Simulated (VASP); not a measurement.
Wanted: the native input for a VASP 6.6.1 run.

```
Task                   : single point
Functional             : LDA
Potentials or basis    : VASP PAW LDA potentials, release 64 (Ga_d, Sb)
Cutoff                 : 520 eV
k mesh                 : 10 × 10 × 10
Occupations            : gaussian, width 0.15 eV
Spin                   : no spin polarisation
Dipole correction      : no
Further INCAR settings : ALGO = Normal; EDIFF = 1e-07; NBANDS = 22
```

The structure of GaSb3 lies in POSCAR:

```
GaSb3
1.0
    0.0000000000      3.7514449815      3.5563698425
    3.7514449815      0.0000000000      3.5563698425
    3.7514449815      3.7514449815      0.0000000000
Ga Sb
1 3
Direct
    0.0000000000      0.0000000000      0.0000000000
    0.2500000000      0.2500000000      0.2500000000
    0.7500000000      0.7500000000      0.7500000000
    0.5000000000      0.5000000000      0.5000000000
```

This cell differs from its parent crystal: volume 25.025 Å^3 an atom, c/a of the conventional cell 0.9480.

The input as run:

INCAR

```
  ALGO = Normal
  EDIFF = 1E-7
  ENCUT = 520
  GGA = CA
  ISIF = 2
  ISMEAR = 0
  LASPH = True
  LCHARG = True
  LELF = True
  LREAL = False
  LVHAR = True
  LWAVE = False
  NBANDS = 22
  NELM = 60
  PREC = Accurate
  SIGMA = 0.15
```

KPOINTS

```
k-points
0
Gamma
  10 10 10
```

Potentials or basis: VASP PAW LDA potentials, release 64 (Ga_d, Sb).

The run is started by

```bash
$ cat potpaw_LDA.64/Ga_d/POTCAR potpaw_LDA.64/Sb/POTCAR > POTCAR
$ mpirun -np 1 vasp_std > vasp.out
```

It gave:

- Pressure: -2.8 GPa
- Band gap on the k mesh: zero (band 14 reaches 9.44 eV, above the bottom of band 15 at 5.33 eV)

Caveat: spin-orbit coupling is left out, which moves the levels of the heavy elements.

Run time: 3 min on 1 thread of AMD EPYC 7R43 64-Core Processor (Zen 3), with other jobs on the host, peak memory 0.31 GiB.
